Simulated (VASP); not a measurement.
Set up this calculation in VASP 6.6.1, as the native input.

| Quantity | Value |
| --- | --- |
| Task | single point |
| Functional | revPBE |
| Potentials or basis | VASP PAW PBE potentials, release 64 (W_sv) |
| Cutoff | 520 eV |
| k mesh | 21 × 21 × 11 |
| Occupations | fermi-dirac, width 0.1 eV |
| Spin | no spin polarisation |
| Dipole correction | no |
| Further INCAR settings | ALGO = Normal; EDIFF = 1e-07; NBANDS = 21 |

The structure of W lies in POSCAR:

```
W
1.0
    2.7850767100      0.0000000000      0.0000000000
   -1.3925383550      2.4119471823      0.0000000000
    0.0000000000      0.0000000000      4.9670476459
W
2
Direct
    0.3333333333      0.6666666667      0.2500000000
    0.6666666667      0.3333333333      0.7500000000
```

The input as run:

INCAR

```
  ALGO = Normal
  EDIFF = 1E-7
  ENCUT = 520
  GGA = RE
  ISIF = 2
  ISMEAR = -1
  LASPH = T
  LCHARG = F
  LREAL = F
  LWAVE = F
  NBANDS = 21
  NELM = 100
  PREC = Accurate
  SIGMA = 0.1
```

KPOINTS

```
k-points
0
Gamma
  21 21 11
```

Potentials or basis: VASP PAW PBE potentials, release 64 (W_sv).

The run is started by

```sh
$ cat potpaw_PBE.64/W_sv/POTCAR > POTCAR
$ mpirun -np 1 vasp_std > vasp.out
```

It gave:

| Quantity | Value |
| --- | --- |
| Pressure | 0.4 GPa |
| Band gap on the k mesh | zero (band 14 reaches 11.81 eV, above the bottom of band 15 at 9.98 eV) |

Caveat: the PAW data sets were made with another functional, which shifts forces and pressure a little; spin-orbit coupling is left out, which moves the levels of the heavy elements.

It took 2.6 min on 1 thread of Intel(R) Xeon(R) Platinum 8259CL CPU @ 2.50GHz (Skylake/Cascade Lake), on a shared host, peak memory 0.28 GiB.
